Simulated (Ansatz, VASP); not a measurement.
**Pt: VASP beside Ansatz**

Contents of POSCAR:

```
Pt
1.0
    2.8149583939      0.0000000000      0.0000000000
   -1.4074791970      2.4378254797      0.0000000000
    0.0000000000      0.0000000000      4.7653532631
Pt
2
Direct
    0.6666666667      0.3333333333      0.7500000000
    0.3333333333      0.6666666667      0.2500000000
```

INCAR.step1

```
SYSTEM = Pt
ALGO = Normal ; EDIFF = 1E-4
ENCUT = 520 ; GGA = PE
ISMEAR = 0 ; LASPH = .True.
LCHARG = .False. ; LREAL = .False.
LWAVE = .True. ; NBANDS = 17
NELM = 60 ; PREC = Accurate
SIGMA = 0.15
```

The input INCAR.step2:

```
SYSTEM = Pt
ALGO = Normal ; EDIFF = 1E-7
ENCUT = 520 ; ISIF = 2
ISMEAR = 0 ; ISTART = 1
LASPH = .True. ; LCHARG = .True.
LELF = .True. ; LMIXTAU = .True.
LREAL = .False. ; LVHAR = .True.
LWAVE = .False. ; METAGGA = R2SCAN
NBANDS = 17 ; NELM = 60
PREC = Accurate ; SIGMA = 0.15
```

The input KPOINTS:

```
k-points
0
Gamma
  24 24 12
  0 0 0
```

Input for Ansatz:

```yaml
crystal:
  lattice:
    - [2.8149583939, 0.0, 0.0]
    - [-1.407479197, 2.4378254797, 0.0]
    - [0.0, 0.0, 4.7653532631]
  atoms:
    - { symbol: Pt, position: [0.6666666667, 0.3333333333, 0.75] }
    - { symbol: Pt, position: [0.3333333333, 0.6666666667, 0.25] }
basis:
  ecutwfc: 500
kpoints:
  mp_grid: { grid: [24, 24, 12] }
hamiltonian:
  xc: r2scan
scf:
  occupations: { method: gaussian, width: 0.15 }
output:
  forces: true
  stress: true
  eigenvalues: true
```

Change from the starting cell: strain +0.030 along x and y, +0.000 along z, atoms carried along.

Alike in both runs: task single point; functional r2SCAN; k mesh 24 × 24 × 12; occupations gaussian, width 0.15 eV; no spin polarisation.

|  | VASP | Ansatz |
| --- | --- | --- |
| version | VASP 6.6.1 | Ansatz 0.2.0 |
| potentials or method | VASP PAW PBE potentials, release 64 (Pt), cutoff 520 eV | scalar-relativistic, plane waves, PAW |
| valence electrons in the cell | 20 | 36 |

```csv
,VASP,Ansatz,Ansatz less VASP
gap on the k mesh at the Fermi level (eV),none,none,-
pressure (GPa),-13.3,-13.7,-0.42
"traceless stress, the component that is largest in VASP (GPa)",3.47,3.62,+0.151
```

VASP's potentials were made for PBE, not for r2SCAN. A gap of «none» marks a metal or a gap that the smearing closes. VASP's potentials hold 20 valence electrons a cell and Ansatz's 36, so a difference there can come from the potentials and not from the codes.

Neither program's run includes spin-orbit coupling.
